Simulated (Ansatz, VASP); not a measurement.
**Al: VASP beside Ansatz**

File POSCAR:

```
Al
1.0
    0.0000000000      2.1858984000      2.1049392000
    2.1858984000      0.0000000000      2.1049392000
    2.1858984000      2.1858984000      0.0000000000
Al
1
Direct
    0.0000000000      0.0000000000      0.0000000000
```

File INCAR.step1:

```
SYSTEM = Al
ALGO = Normal
EDIFF = 1E-4
ENCUT = 520
GGA = PE
ISMEAR = 0
LASPH = .True.
LCHARG = .False.
LREAL = .False.
LWAVE = .True.
NBANDS = 8
NELM = 60
PREC = Accurate
SIGMA = 0.15
```

INCAR.step2

```
SYSTEM = Al
ALGO = Normal
EDIFF = 1E-6
ENCUT = 520
ISIF = 2
ISMEAR = 0
ISTART = 1
LASPH = .True.
LCHARG = .False.
LMIXTAU = .True.
LREAL = .False.
LWAVE = .False.
METAGGA = R2SCAN
NBANDS = 8
NELM = 60
PREC = Accurate
SIGMA = 0.15
```

KPOINTS

```
k-points
0
Gamma
  20 20 20
  0 0 0
```

Input for Ansatz:

```yaml
crystal:
  lattice:
    - [0.0, 2.1858984, 2.1049392]
    - [2.1858984, 0.0, 2.1049392]
    - [2.1858984, 2.1858984, 0.0]
  atoms:
    - { symbol: Al, position: [0.0, 0.0, 0.0] }
basis:
  ecutwfc: 500
kpoints:
  mp_grid: { grid: [20, 20, 20] }
hamiltonian:
  xc: r2scan
scf:
  occupations: { method: gaussian, width: 0.15 }
output:
  forces: true
  stress: true
  eigenvalues: true
  write_density: true
  write_potential: true
  elf: true
  volumetric_format: npy
```

Change from the starting cell: strain +0.080 along x and y, +0.040 along z, atoms carried along.

Alike in both runs: task single point; functional r2SCAN; k mesh 20 × 20 × 20; occupations gaussian, width 0.15 eV; no spin polarisation.

|  | VASP | Ansatz |
| --- | --- | --- |
| version | VASP 6.6.1 | Ansatz 0.2.0 |
| potentials or method | VASP PAW PBE potentials, release 64 (Al), cutoff 520 eV | scalar-relativistic, plane waves, PAW |
| valence electrons in the cell | 3 | 3 |

|  | VASP | Ansatz | Ansatz less VASP |
| --- | --- | --- | --- |
| gap on the k mesh at the Fermi level (eV) | none | none | - |
| pressure (GPa) | -12.4 | -12.3 | +0.16 |
| traceless stress, the component that is largest in VASP (GPa) | 0.62 | 0.61 | -0.002 |

VASP's potentials were made for PBE, not for r2SCAN. A gap of «none» marks a metal or a gap that the smearing closes. With one functional, cell and mesh, what is left measures potentials, basis and numerics.
